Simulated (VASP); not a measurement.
Runs of VASP 6.6.1 on KBr. Symmetry: Pm-3m, No. 221, cubic system. Conventional cell: a = 3.976 Å, b = 3.976 Å, c = 3.976 Å, α = 90.00°, β = 90.00°, γ = 90.00°. Within 4.5 Å of K (site symmetry m-3m) lie 8 Br at 3.44 Å and 6 K at 3.98 Å. Within 4.5 Å of Br (site symmetry m-3m) lie 8 K at 3.44 Å and 6 Br at 3.98 Å. 

```csv
level,potentials or basis,k mesh,grid for exact exchange (PRECFOCK),screening parameter,gap on the mesh (eV),pressure (GPa)
r2SCAN,"VASP PAW PBE potentials, release 64 (K_sv, Br)",4 × 4 × 4,-,-,4.77,0.0
LDA,"VASP PAW LDA potentials, release 64 (K_sv, Br)",4 × 4 × 4,-,-,3.63,-2.0
PBE,"VASP PAW PBE potentials, release 64 (K_sv, Br)",4 × 4 × 4,-,-,4.02,(a)
HSE06,"VASP PAW PBE potentials, release 64 (K_sv, Br)",4 × 4 × 4,Normal,0.2079 1/Å,5.19,(b)
r2SCAN,"VASP PAW PBE potentials, release 64 (K_sv, Br)",6 × 6 × 6,-,-,4.77,0.0
```

Alike in all rows: task single point; no spin polarisation; cell as given; cutoff (eV) 520; smearing gaussian 0.01 eV.

Q: Fill in the values left out.

A: (a) 0.9; (b) 0.5.

Caveats: the PAW data sets were made with another functional, which shifts forces and pressure a little (some runs).

A k mesh can miss the band edges, and the runs leave out spin-orbit coupling on Br.
